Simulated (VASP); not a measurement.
Runs of VASP 6.6.1 on CuB6. The structure is that of space group Fm-3m (No. 225), or close to it. The cells are those of the table. 

| task | cell | k mesh | cutoff (eV) | k mesh for the DOS | occupations for the DOS | gap on the mesh (eV) | pressure (GPa) | relaxed volume (Å³/atom) |
| --- | --- | --- | --- | --- | --- | --- | --- | --- |
| single point | a = 4.440 Å, angles 60.0°, 7 atoms | 6 × 6 × 6 | 520 | - | - | none | (a) | - |
| relaxation of cell and atoms | relaxed from a = 4.191 Å, angles 60.0°, 7 atoms | 12 × 12 × 12 | 600 | - | - | none | 0.0 | 7.41 |
| single point | a = 4.191 Å, angles 60.0°, 7 atoms | 6 × 6 × 6 | 520 | - | - | none | -0.3 | - |
| relaxation of cell and atoms | relaxed from a = 4.440 Å, angles 60.0°, 7 atoms | 6 × 6 × 6 | 600 | - | - | none | 0.1 | 7.43 |
| single point | a = 4.187 Å, angles 60.0°, 7 atoms | 12 × 12 × 12 | 520 | - | - | none | -0.3 | - |

Alike in all rows: level PBE; potentials or basis VASP PAW PBE potentials, release 64 (Cu, B); no spin polarisation; smearing gaussian 0.1 eV.

Question: Fill in the values left out.

Answer: (a) -28.4.

Caveats: the volume moved by over 15 % at a fixed basis, so the end points are rough (some runs).

A gap of «none» marks levels without a gap at the run's occupations.
